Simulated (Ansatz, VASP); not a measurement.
# PbF2: VASP beside Ansatz

```
Pb F
1.0
     0.00000    2.98329    2.98329
     2.98329    0.00000    2.98329
     2.98329    2.98329    0.00000
Pb F
1 2
Cartesian
  0.0000 0.0000 0.0000
  4.4749 4.4749 4.4749
  1.4916 1.4916 1.4916
```

Alike in both runs: task single point; functional LDA; k mesh 7 × 7 × 7; occupations fermi-dirac, width 0.05 eV; no spin polarisation.

```csv
,VASP,Ansatz
version,VASP 6.6.1,Ansatz 0.2.0
potentials or method,"VASP PAW LDA potentials, release 64 (Pb_d, F)",Ansatz PAW
plane-wave cutoff (eV),600,420
valence electrons in the cell,28,28
```

Ansatz gave:

| Quantity | Value |
| --- | --- |
| gap on the k mesh at the Fermi level (eV) | 4.30 |
| least direct gap on the mesh (eV) | 4.52 |
| pressure (GPa) | -5.8 |

Which values does VASP return?

gap on the k mesh at the Fermi level (eV): 4.26; least direct gap on the mesh (eV): 4.48; pressure (GPa): -5.8.

LDA's correlation is that of Perdew and Zunger in VASP and of Perdew and Wang (1992) in Ansatz.

Neither program's run includes spin-orbit coupling. Noted on Ansatz's run: odd divisions of the mesh miss points on the zone boundary, where band edges often lie, so the gap on the mesh can be too wide.
